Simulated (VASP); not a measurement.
# La (P6/mmm) in VASP: further runs, part 2 of 2

VASP 6.6.1.

### Step 5. Single point, BLYP (volume scaled by 0.96)

INCAR reads:

```
SYSTEM = La
PREC = Accurate
ENCUT = 520
EDIFF = 1E-7
ISMEAR = -1
SIGMA = 0.1
LREAL = .False.
LASPH = .True.
NELM = 60
ALGO = Normal
ISIF = 2
LWAVE = .False.
LCHARG = .False.
GGA = B5
ALDAX = 1.0
AGGAX = 1.0
AGGAC = 1.0
ALDAC = 0.0
NBANDS = 24
```

KPOINTS reads:

```
regular mesh
0
Gamma
  7 7 10
  0 0 0
```

POSCAR reads:

```
La
1.0
    6.0062353950      0.0000000000      0.0000000000
   -3.0031176975      5.2015524332      0.0000000000
    0.0000000000      0.0000000000      3.6909876480
La
3
Direct
    0.0000000000      1.0000000000      0.0000000000
    0.3333333333      0.6666666667      0.5000000000
    0.6666666667      0.3333333333      0.5000000000
```

Potentials or basis: VASP PAW PBE potentials, release 64 (La).

On the command line:

```sh
> cat potpaw_PBE.64/La/POTCAR > POTCAR
> mpirun -np 1 vasp_std > vasp.out
```

OUTCAR:

```text
SYSTEM = La
   PREC = Accurate
   ENCUT = 520
   EDIFF = 1E-7
   ISMEAR = -1
   LREAL = .False.
   LASPH = .True.
   NELM = 60
   ISIF = 2
   GGA = B5

 ion  position               nearest neighbor table
   1  0.000  0.000  0.000-
   2  0.333  0.667  0.500-   3 3.47   3 3.47   3 3.47
   3  0.667  0.333  0.500-   2 3.47   2 3.47   2 3.47

  LATTYP: Found a hexagonal cell.
 ALAT       =     6.0062353950
 C/A-ratio  =     0.6145259726

  Lattice vectors:

 A1 = (   6.0062353950,   0.0000000000,   0.0000000000)
 A2 = (  -3.0031176975,   5.2015524332,   0.0000000000)
 A3 = (   0.0000000000,   0.0000000000,   3.6909876480)

Analysis of symmetry for initial positions (statically):
=====================================================================
 Subroutine PRICEL returns:
 Original cell was already a primitive cell.

 Routine SETGRP: Setting up the symmetry group for a
 hexagonal supercell.

 Subroutine GETGRP returns: Found 24 space group operations
 (whereof 24 operations were pure point group operations)
 out of a pool of 24 trial point group operations.

The static configuration has the point symmetry D_6h.

Analysis of symmetry for dynamics (positions and initial velocities):
=====================================================================
 Subroutine PRICEL returns:
 Original cell was already a primitive cell.

 Routine SETGRP: Setting up the symmetry group for a
 hexagonal supercell.

 Subroutine GETGRP returns: Found 24 space group operations
 (whereof 24 operations were pure point group operations)
 out of a pool of 24 trial point group operations.

The dynamic configuration has the point symmetry D_6h.

 Subroutine INISYM returns: Found 24 space group operations
 (whereof 24 operations are pure point group operations),
 and found     1 'primitive' translations

[... 103 lines left out ...]
   ISYM   =      2    0-nonsym 1-usesym 2-fastsym
   POTIM  = 0.5000    time-step for ionic-motion
   TEBEG  =    0.0;   TEEND  =   0.0 temperature during run
   PSTRESS=    0.0 pullay stress
   NELECT =      33.0000    total number of electrons
   NUPDOWN=      -1.0000    fix difference up-down
   EMIN   =  10.00;   EMAX   =-10.00  energy-range for DOS
   EFERMI =   0.00;   METHOD = LEGACY
   ISMEAR =    -1;   SIGMA  =   0.10  broadening in eV -4-tet -1-fermi 0-gaus
   EFERMI_NEDOS =   21; number of points for ismear=-14 and -15
   IALGO  =     38    algorithm
   IMIX   =      4    mixing-type and parameters
     AMIX     =   0.40;   BMIX     =  1.00
     AMIX_MAG =   1.60;   BMIX_MAG =  1.00
  volume/ion in A,a.u.               =      38.44       259.39
  Fermi-wavevector in a.u.,A,eV,Ry     =   1.078831  2.038695 15.835505  1.163877
  Thomas-Fermi vector in A             =   2.214780
   LORBIT       =      0    0 simple, 1 ext, 2 COOP (PROOUT), +10 PAW based schemes
   GGA     = B5    functional components
   LHFCALC =     F    Hartree Fock is set to
   AEXX    =    0.0000 exact exchange contribution
   IVDW    =     0    specifies the selected vdW correction
   LEPSILON=     F    determine dielectric tensor
   LRPA    =     F    only Hartree local field effects (RPA)
 non-spin polarized calculation
  energy-cutoff  :      520.00
  volume of cell :      115.31
 maximum number of plane-waves:      3146
 NGX is ok and might be reduce to    48
   NGX = 23   NGY = 23   NGZ = 13

 number of electron      32.9999995 magnetization

 Free energy of the ion-electron system (eV)
  ---------------------------------------------------
  ext. energy  EPLUGINS =         0.00000000
  ---------------------------------------------------
  free energy    TOTEN  =       -11.82947634 eV

  energy without entropy =      -11.66014894  energy(sigma->0) =      -11.74481264

 E-fermi :   8.0207     XC(G=0):  -8.8653

 val. band max:        8.0160988047   @ k =   0.0000   0.0000   0.2000
 cond. band min:       8.0231179749   @ k =   0.4286   0.1429   0.0000
 fundamental gap:      0.0070191702
 Fermi energy:         8.0206608984

 k-point     1 :       0.0000    0.0000    0.0000
  band No.  band energies     occupation
      1     -24.9398      2.00000
      2     -24.7569      2.00000
      3     -24.6710      2.00000
      4      -9.0092      2.00000
      5      -9.0092      2.00000
      6      -8.7405      2.00000
[... 637 lines left out ...]
     23       9.2825      0.00001
     24       9.5299      0.00000

 [... further k-points ...]
[... 5 lines left out ...]
  --------------------------------------------------------------------------------------
  -------------------------------------------------------------------------------------
  Total        0.7976963      0.7976963      0.7619777      0.0000000     -0.0000000      0.0000000
  in kB       11.0833288     11.0833288     10.5870484      0.0000000     -0.0000000      0.0000000
  external PRESSURE =      10.9179020 kB  Pullay stress =       0.0000000 kB

 VOLUME and BASIS-vectors are now :
 -----------------------------------------------------------------------------
  energy-cutoff  :      520.00
  volume of cell :      115.31
      direct lattice vectors                 reciprocal lattice vectors
     6.006235395  0.000000000  0.000000000     0.166493641  0.096125148  0.000000000
    -3.003117698  5.201552433  0.000000000     0.000000000  0.192250297  0.000000000
     0.000000000  0.000000000  3.690987648     0.000000000  0.000000000  0.270930194

 POSITION                                       TOTAL-FORCE (eV/Angst)
 -----------------------------------------------------------------------------------
      0.00000      0.00000      0.00000        -0.000000      0.000000      0.000000
     -0.00000      3.46770      1.84549         0.000000     -0.000000      0.000000
      3.00312      1.73385      1.84549        -0.000000      0.000000     -0.000000
 -----------------------------------------------------------------------------------
    total drift:                               -0.000000      0.000000     -0.000000

  FREE ENERGIE OF THE ION-ELECTRON SYSTEM (eV)
  ---------------------------------------------------
  free  energy   TOTEN  =       -11.8294763370 eV

  energy  without entropy=      -11.6601489424  energy(sigma->0) =      -11.74481264
```

Run time: 5.5 min. Hardware: 1 thread of Oxide Virtual Turin-like, shared host; peak memory 0.28 GiB.

What came out:

| Quantity | Value |
| --- | --- |
| Free energy | -11.8295 eV |
| Pressure | 1.1 GPa |

Caveat: the PAW data sets were made with another functional, which shifts forces and pressure a little; spin-orbit coupling is left out, which moves the levels of the heavy elements.

### Step 6. Overview

| cell | k mesh | gap on the mesh (eV) | pressure (GPa) |
| --- | --- | --- | --- |
| a = 6.089, b = 6.089, c = 3.742 Å, angles 90.0, 90.0, 120.0°, 3 atoms | 6 × 6 × 9 | none | 0.0 |
| a = 5.835, b = 5.835, c = 3.585 Å, angles 90.0, 90.0, 120.0°, 3 atoms | 7 × 7 × 10 | none | 4.0 |
| a = 5.922, b = 5.922, c = 3.639 Å, angles 90.0, 90.0, 120.0°, 3 atoms | 7 × 7 × 10 | none | 2.4 |
| a = 6.006, b = 6.006, c = 3.691 Å, angles 90.0, 90.0, 120.0°, 3 atoms | 7 × 7 × 10 | none | 1.1 |

Alike in all rows: task single point; level BLYP; potentials or basis VASP PAW PBE potentials, release 64 (La); no spin polarisation; cutoff (eV) 520; smearing fermi-dirac 0.1 eV.

Caveats: the PAW data sets were made with another functional, which shifts forces and pressure a little; spin-orbit coupling is left out, which moves the levels of the heavy elements.

Total energies depend on the potentials used, so only differences within one code and one set of settings carry meaning.
